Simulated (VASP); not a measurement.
Input of a VASP 6.6.1 run:

Contents of INCAR:

```
SYSTEM = Hf
PREC = Accurate
ENCUT = 400
EDIFF = 1E-6
ISMEAR = 1
SIGMA = 0.1
LREAL = .FALSE.
LASPH = .TRUE.
NELM = 120
ALGO = Normal
ISIF = 2
LWAVE = .FALSE.
LCHARG = .FALSE.
LDIPOL = .TRUE.
IDIPOL = 3
DIPOL = 0.5 0.5 0.430
GGA = PS
IVDW = 13
NBANDS = 72
GGA_COMPAT = .FALSE.
NELMDL = -8
```

Contents of KPOINTS:

```
regular mesh
0
G
  6 6 1
  0 0 0
```

The input POSCAR:

```
Hf
1.0
    6.3086048429      0.0000000000      0.0000000000
   -3.1543024215      5.4634120564      0.0000000000
    0.0000000000      0.0000000000     21.8752403943
Hf
12
Direct
    0.3333333333      0.1666666667      0.3199964834
    0.3333333333      0.6666666667      0.3199964834
    0.8333333333      0.1666666667      0.3199964834
    0.8333333333      0.6666666667      0.3199964834
    0.1666666667      0.3333333333      0.4285235818
    0.1688135681      0.8387446719      0.4264161392
    0.6699311038      0.3311864319      0.4264161392
    0.6612553281      0.8300688962      0.4264161392
    0.3502184995      0.1868822836      0.5459482425
    0.3131177164      0.6633362159      0.5459482425
    0.8366637841      0.1497815005      0.5459482425
    0.8333333333      0.6666666667      0.5390316318
```

Potentials or basis: VASP PAW PBE potentials, release 64 (Hf_pv).

Command:

```bash
$ cat potpaw_PBE.64/Hf_pv/POTCAR > POTCAR
$ mpirun -np 1 vasp_std > vasp.out
```

What does it give for the largest force?

0.808 eV/Å.

What does it give for the dispersion energy per atom?

-0.077 eV.

Estimate the band gap on the k mesh.

zero (bands 60 and 61 overlap by 0.83 eV).

Forces on the atoms (eV/Å):
```
Hf  -0.022  0.075 -0.137
Hf  -0.054 -0.056 -0.137
Hf   0.076 -0.019 -0.137
Hf   0.000  0.000 -0.302
Hf   0.000  0.000  0.596
Hf  -0.048 -0.001  0.727
Hf   0.023  0.042  0.727
Hf   0.025 -0.041  0.727
Hf  -0.141 -0.450 -0.657
Hf   0.460  0.103 -0.657
Hf  -0.319  0.347 -0.657
Hf   0.000  0.000 -0.093
```

Caveat: the PAW data sets were made with another functional, which shifts forces and pressure a little; spin-orbit coupling is left out, which moves the levels of the heavy elements.
